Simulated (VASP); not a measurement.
# KTmI4 in VASP: further runs, part 2 of 2

VASP 6.6.1.

## (3) Single point, PBE

This run uses another cell than the first one, of 47.46 Å³/atom.

Contents of INCAR:

```
ALGO     = Normal         # electronic algorithm
EDIFF    = 1E-6           # SCF threshold, eV
ENCUT    = 500            # plane-wave cutoff, eV
GGA      = PE             # functional
GGA_COMPAT= False        
ISIF     = 2              # what is computed and relaxed
ISMEAR   = 0              # smearing method
LASPH    = True           # aspherical terms in the spheres
LCHARG   = False          # write CHGCAR
LMAXMIX  = 6              # l up to which the mixer works
LREAL    = False          # projectors in reciprocal space
LWAVE    = False          # write WAVECAR
NBANDS   = 58             # bands
NELM     = 200            # most SCF steps
PREC     = Accurate       # precision mode
SIGMA    = 0.1            # smearing width, eV
```

Contents of KPOINTS:

```
k-points
0
Gamma
  4 2 1
```

Contents of POSCAR:

```
KTmI4
1.0
    0.0072953692      4.5286684490     -0.0050313622
   -0.4117092141     -0.0098130152      8.2778049193
   15.2006478550      0.0211955612     -0.1613931904
K Tm I
2 2 8
Direct
    0.4999492711      0.4989975146      0.2511551487
    0.5006340744      0.5026392412      0.7482169613
   -0.0005379359      0.0004385064     -0.0000496466
    1.0000438694     -0.0007337746      0.5001694361
    0.4979102700      0.8726310083      0.1118613465
    0.4984113947      0.8778478397      0.6143337415
    0.5016866127      0.1205037543      0.3860217933
    0.5011845914      0.1282041382      0.8881025915
   -0.0004338453      0.6873572349      0.3964007762
   -0.0001598692      0.6933961075      0.8915458396
    0.0002803707      0.3077696208      0.1080568138
    0.0010311961      0.3109488088      0.6041851983
```

Potentials or basis: VASP PAW PBE potentials, release 64 (K_sv, Tm_3, I), 4f in core.

On the command line:

```sh
$ cat potpaw_PBE.64/K_sv/POTCAR potpaw_PBE.64/Tm_3/POTCAR potpaw_PBE.64/I/POTCAR > POTCAR
$ mpirun -np 1 vasp_std > vasp.out
```

OUTCAR:

```text
EDIFF = 1E-6
   ENCUT = 500
   GGA = PE
   ISIF = 2
   ISMEAR = 0
   LASPH = True
   LREAL = False
   NELM = 200
   PREC = Accurate

 ion  position               nearest neighbor table
   1  0.500  0.499  0.251-  11 3.46  11 3.46   9 3.47   9 3.47
   2  0.501  0.503  0.748-  10 3.46  10 3.46  12 3.47  12 3.47
   3  0.999  0.000  1.000-  11 2.95  10 2.95   8 3.06   8 3.06   5 3.06   5 3.06
   4  0.000  0.999  0.500-   9 2.95  12 2.95   7 3.06   7 3.06   6 3.06   6 3.06
   5  0.498  0.873  0.112-   3 3.06   3 3.06
   6  0.498  0.878  0.614-   4 3.06   4 3.06
   7  0.502  0.121  0.386-   4 3.06   4 3.06
   8  0.501  0.128  0.888-   3 3.06   3 3.06
   9  1.000  0.687  0.396-   4 2.95   1 3.47   1 3.47
  10  1.000  0.693  0.892-   3 2.95   2 3.46   2 3.46
  11  0.000  0.308  0.108-   3 2.95   1 3.46   1 3.46
  12  0.001  0.311  0.604-   4 2.95   2 3.47   2 3.47

  LATTYP: Found a triclinic cell.
 ALAT       =     9.4351675829
 B/A-ratio  =     2.3110761530
 C/A-ratio  =     0.4799784509
 COS(alpha) =     0.0002988351
 COS(beta)  =     0.4778933925
 COS(gamma) =     0.6309903322

  Lattice vectors:

 A1 = (  -0.4044138449,   4.5188554338,   8.2727735571)
 A2 = (  14.3772294268,   0.0015695308,  16.3942166482)
 A3 = (   0.0072953692,   4.5286684490,  -0.0050313622)

Analysis of symmetry for initial positions (statically):
=====================================================================
 Subroutine PRICEL returns:
 Original cell was already a primitive cell.

 Routine SETGRP: Setting up the symmetry group for a
 triclinic supercell.

 Subroutine GETGRP returns: Found  1 space group operations
 (whereof  1 operations were pure point group operations)
 out of a pool of  2 trial point group operations.

The static configuration has the point symmetry C_1 .

[... 139 lines left out ...]
   LHFCALC =     F    Hartree Fock is set to
   AEXX    =    0.0000 exact exchange contribution
   IVDW    =     0    specifies the selected vdW correction
   LEPSILON=     F    determine dielectric tensor
   LRPA    =     F    only Hartree local field effects (RPA)
 non-spin polarized calculation
 Gauss-broadening in eV      SIGMA  =   0.10
  energy-cutoff  :      500.00
  volume of cell :      569.53
 maximum number of plane-waves:     14486
 NGX is ok and might be reduce to    36
   NGX = 17   NGY = 31   NGZ = 55

 number of electron      92.0000003 magnetization

 Free energy of the ion-electron system (eV)
  ---------------------------------------------------
  ext. energy  EPLUGINS =         0.00000000
  ---------------------------------------------------
  free energy    TOTEN  =       -39.84447667 eV

  energy without entropy =      -39.84447667  energy(sigma->0) =      -39.84447667

 E-fermi :   0.7444     XC(G=0):  -7.1828

 val. band max:        0.2840981874   @ k =   0.0000   0.0000   0.0000
 cond. band min:       2.8375584074   @ k =   0.0000   0.0000   0.0000
 fundamental gap:      2.5534602200
 Fermi energy:         0.7444084434

 k-point     1 :       0.0000    0.0000    0.0000
  band No.  band energies     occupation
      1     -28.8875      2.00000
      2     -28.8833      2.00000
      3     -24.9050      2.00000
      4     -24.8979      2.00000
      5     -24.8505      2.00000
      6     -24.8431      2.00000
[... 355 lines left out ...]
     57       5.7376      0.00000
     58       5.8604      0.00000

------------------------ aborting loop because EDIFF is reached ----------------------------------------

  FORCE on cell =-STRESS in cart. coord.  units (eV):
  Direction    XX          YY          ZZ          XY          YZ          ZX
  --------------------------------------------------------------------------------------
  -------------------------------------------------------------------------------------
  Total        0.2941804      0.6786922      0.2397819     -0.0125533     -0.0017501      0.0050561
  in kB        0.8275750      1.9092664      0.6745436     -0.0353144     -0.0049233      0.0142236
  external PRESSURE =       1.1371283 kB  Pullay stress =       0.0000000 kB

 VOLUME and BASIS-vectors are now :
 -----------------------------------------------------------------------------
  energy-cutoff  :      500.00
  volume of cell :      569.53
      direct lattice vectors                 reciprocal lattice vectors
     0.007295369  4.528668449 -0.005031362    -0.000305285  0.220816224  0.000246585
    -0.411709214 -0.009813015  8.277804919     0.001283144  0.000132219  0.120868949
    15.200647855  0.021195561 -0.161393190     0.065821570 -0.000102397  0.003273614

 POSITION                                       TOTAL-FORCE (eV/Angst)
 -----------------------------------------------------------------------------------
      3.61593      2.26453      4.08755         0.009673     -0.000105      0.007444
     11.17009      2.27813      4.03747        -0.006836     -0.001174     -0.011496
     15.20700      4.54742     -0.16278        -0.004300      0.000836     -0.000767
      7.19149      0.00099      8.19101        -0.000117     -0.000034      0.002773
      1.34473      2.24868      7.20291         0.032554      0.000107     -0.017161
      8.98049      2.26155      7.16500         0.032193      0.000063     -0.018489
      5.82183      2.27897      0.93268        -0.032685      0.001041      0.023339
     13.45061      2.28726      0.91539        -0.032897      0.001208      0.017696
      5.74985      4.52836      5.62080        -0.020951     -0.000483     -0.026581
     13.27389      4.54004      5.59088        -0.005900     -0.000903     -0.023209
      1.51582      0.00054      2.53022         0.010285      0.000162      0.023570
      9.05599      0.01442      2.47646         0.018980     -0.000718      0.022881
 -----------------------------------------------------------------------------------
    total drift:                               -0.000130     -0.000040      0.000328

  FREE ENERGIE OF THE ION-ELECTRON SYSTEM (eV)
  ---------------------------------------------------
  free  energy   TOTEN  =       -39.8444766741 eV

  energy  without entropy=      -39.8444766741  energy(sigma->0) =      -39.84447667
```

OSZICAR:

```text
N       E                     dE             d eps       ncg     rms          rms(c)
DAV:   1     0.778569243054E+03    0.77857E+03   -0.34165E+04   728   0.127E+03
DAV:   2     0.555122420391E+02   -0.72306E+03   -0.70184E+03   936   0.349E+02
DAV:   3    -0.352525275942E+02   -0.90765E+02   -0.89767E+02  1080   0.109E+02
DAV:   4    -0.402688558785E+02   -0.50163E+01   -0.50059E+01   960   0.276E+01
DAV:   5    -0.406430772244E+02   -0.37422E+00   -0.37398E+00  1312   0.713E+00    0.266E+01
DAV:   6    -0.398874018862E+02    0.75568E+00   -0.14024E+00  1040   0.473E+00    0.176E+01
DAV:   7    -0.398905226861E+02   -0.31208E-02   -0.19171E+00  1000   0.499E+00    0.178E+00
DAV:   8    -0.398410611290E+02    0.49462E-01   -0.39718E-01   960   0.236E+00    0.143E+00
DAV:   9    -0.398429892936E+02   -0.19282E-02   -0.30015E-02  1096   0.594E-01    0.908E-01
DAV:  10    -0.398431514231E+02   -0.16213E-03   -0.42985E-03  1084   0.234E-01    0.627E-01
DAV:  11    -0.398442946480E+02   -0.11432E-02   -0.43169E-03   968   0.225E-01    0.179E-01
DAV:  12    -0.398442928687E+02    0.17793E-05   -0.30435E-04  1006   0.789E-02    0.875E-02
DAV:  13    -0.398444165945E+02   -0.12373E-03   -0.16755E-04   984   0.508E-02    0.368E-02
DAV:  14    -0.398444722982E+02   -0.55704E-04   -0.82212E-05   796   0.339E-02    0.406E-02
DAV:  15    -0.398444753637E+02   -0.30655E-05   -0.11344E-05   952   0.136E-02    0.120E-02
DAV:  16    -0.398444769649E+02   -0.16012E-05   -0.31899E-06   752   0.714E-03    0.128E-02
DAV:  17    -0.398444766741E+02    0.29078E-06   -0.58654E-07   528   0.502E-03
   1 F= -.39844477E+02 E0= -.39844477E+02  d E =-.631136E-11
```

stdout:

```text
POSCAR found type information on POSCAR K TmI
 POSCAR found :  3 types and      12 ions
 scaLAPACK will be used
 LDA part: xc-table for (Slater+PW92), standard interpolation
 POSCAR, INCAR and KPOINTS ok, starting setup
 FFT: planning ... GRIDC
 FFT: planning ... GRID_SOFT
 FFT: planning ... GRID
 WAVECAR not read
 entering main loop
```

Wall time 4.2 min (1 thread of Intel Xeon 6975P-C (Granite Rapids), shared host); peak memory 0.6 GiB.

What came out:

| Item | Value |
| --- | --- |
| Free energy | -39.8445 eV |
| Pressure | 0.1 GPa |
| Largest force | 0.040 eV/Å |
| Band gap on the k mesh | 2.55 eV |

Forces on the atoms (eV/Å):
```
K    0.010  0.000  0.007
K   -0.007 -0.001 -0.011
Tm  -0.004  0.001 -0.001
Tm   0.000  0.000  0.003
I    0.033  0.000 -0.017
I    0.032  0.000 -0.018
I   -0.033  0.001  0.023
I   -0.033  0.001  0.018
I   -0.021  0.000 -0.027
I   -0.006 -0.001 -0.023
I    0.010  0.000  0.024
I    0.019 -0.001  0.023
```

Stress tensor (GPa, compression positive):
```
0.08 0.00 0.00
0.00 0.19 0.00
0.00 0.00 0.07
```

Caveat: spin-orbit coupling is left out, which moves the levels of the heavy elements; an odd mesh through Γ misses points on the zone boundary, where band edges can lie; the 4f electrons are frozen in the core, so they carry no moment and show no levels. Spin polarisation is off, so any magnetic state and its effect on volume and gap are missing.
